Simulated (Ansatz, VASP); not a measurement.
## CaO: VASP beside Ansatz

```
Ca O
1.0
     4.05186    0.00000    0.00000
    -2.02593    3.50901    0.00000
     0.00000    0.00000    4.64129
Ca O
2 2
Cartesian
  0.0000 2.3393 3.4810
  2.0259 1.1697 1.1603
  0.0000 2.3393 1.1603
  2.0259 1.1697 3.4810
```

Change from the starting cell: strain +0.015 along x and y, -0.030 along z, atoms carried along.

Alike in both runs: task single point; functional PBE; k mesh 9 × 9 × 6; occupations gaussian, width 0.05 eV; no spin polarisation.

```csv
,VASP,Ansatz
version,VASP 6.6.1,Ansatz 0.2.0
potentials or method,"VASP PAW PBE potentials, release 64 (Ca_sv, O), cutoff 520 eV","scalar-relativistic, plane waves, PAW"
valence electrons in the cell,32,32
```

|  | VASP | Ansatz | Ansatz less VASP |
| --- | --- | --- | --- |
| gap on the k mesh at the Fermi level (eV) | 3.00 | 3.02 | +0.018 |
| least direct gap on the mesh (eV) | 3.00 | 3.02 | +0.018 |
| pressure (GPa) | 2.3 | 1.8 | -0.50 |
| traceless stress, the component that is largest in VASP (GPa) | 4.82 | 4.60 | -0.215 |

With one functional, cell and mesh, what is left measures potentials, basis and numerics.
